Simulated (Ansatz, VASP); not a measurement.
# Ge: VASP beside Ansatz

Contents of INCAR:

```
PREC = Accurate
ENCUT = 520
EDIFF = 1E-7
ISMEAR = 0
SIGMA = 0.15
LREAL = F
LASPH = T
NELM = 80
ALGO = Fast
ISIF = 2
LWAVE = F
LCHARG = F
GGA = PS
NBANDS = 66
```

File KPOINTS:

```
Automatic mesh
0
Gamma
  8 8 8
```

The input POSCAR:

```
Ge
1.0
   -3.4696630977      3.4696630977      3.4176181512
    3.4696630977     -3.4696630977      3.4176181512
    3.4696630977      3.4696630977     -3.4176181512
Ge
8
Direct
    0.5000000000      0.0000000000      0.7958385091
    0.7958385091      0.5000000000      0.0000000000
    0.0000000000      0.7958385091      0.5000000000
    0.7041614909      0.7041614909      0.7041614909
    0.5000000000      0.0000000000      0.2041614909
    0.2041614909      0.5000000000      0.0000000000
    0.0000000000      0.2041614909      0.5000000000
    0.2958385091      0.2958385091      0.2958385091
```

Input for Ansatz:

```yaml
crystal:
  lattice:
    - [-3.4696630977, 3.4696630977, 3.4176181512]
    - [3.4696630977, -3.4696630977, 3.4176181512]
    - [3.4696630977, 3.4696630977, -3.4176181512]
  atoms:
    - { symbol: Ge, position: [0.5, 0.0, 0.7958385091] }
    - { symbol: Ge, position: [0.7958385091, 0.5, 0.0] }
    - { symbol: Ge, position: [0.0, 0.7958385091, 0.5] }
    - { symbol: Ge, position: [0.7041614909, 0.7041614909, 0.7041614909] }
    - { symbol: Ge, position: [0.5, 0.0, 0.2041614909] }
    - { symbol: Ge, position: [0.2041614909, 0.5, 0.0] }
    - { symbol: Ge, position: [0.0, 0.2041614909, 0.5] }
    - { symbol: Ge, position: [0.2958385091, 0.2958385091, 0.2958385091] }
basis:
  ecutwfc: 420
kpoints:
  mp_grid: { grid: [8, 8, 8] }
hamiltonian:
  xc: pbesol
scf:
  occupations: { method: gaussian, width: 0.15 }
output:
  forces: true
  stress: true
  eigenvalues: true
  write_density: true
  write_potential: true
  elf: true
  volumetric_format: npy
```

Change from the starting cell: strain +0.000 along x and y, -0.015 along z, atoms carried along.

Alike in both runs: task single point; functional PBEsol; k mesh 8 × 8 × 8; occupations gaussian, width 0.15 eV; no spin polarisation.

```csv
,VASP,Ansatz
version,VASP 6.6.1,Ansatz 0.2.0
potentials or method,"VASP PAW PBE potentials, release 64 (Ge_d), cutoff 520 eV","scalar-relativistic, plane waves, PAW"
valence electrons in the cell,112,112
```

|  | VASP | Ansatz | Ansatz less VASP |
| --- | --- | --- | --- |
| gap on the k mesh at the Fermi level (eV) | none | none | - |
| pressure (GPa) | 1.0 | 1.1 | +0.06 |
| traceless stress, the component that is largest in VASP (GPa) | 1.13 | 1.13 | -0.002 |
| rms of the force components (eV/Å) | 0.057 | 0.058 | +0.0010 |

VASP's potentials were made for PBE, not for PBEsol. Atom by atom the forces differ by 0.002 eV/Å (rms over components). A gap of «none» marks a metal or a gap that the smearing closes. With one functional, cell and mesh, what is left measures potentials, basis and numerics.
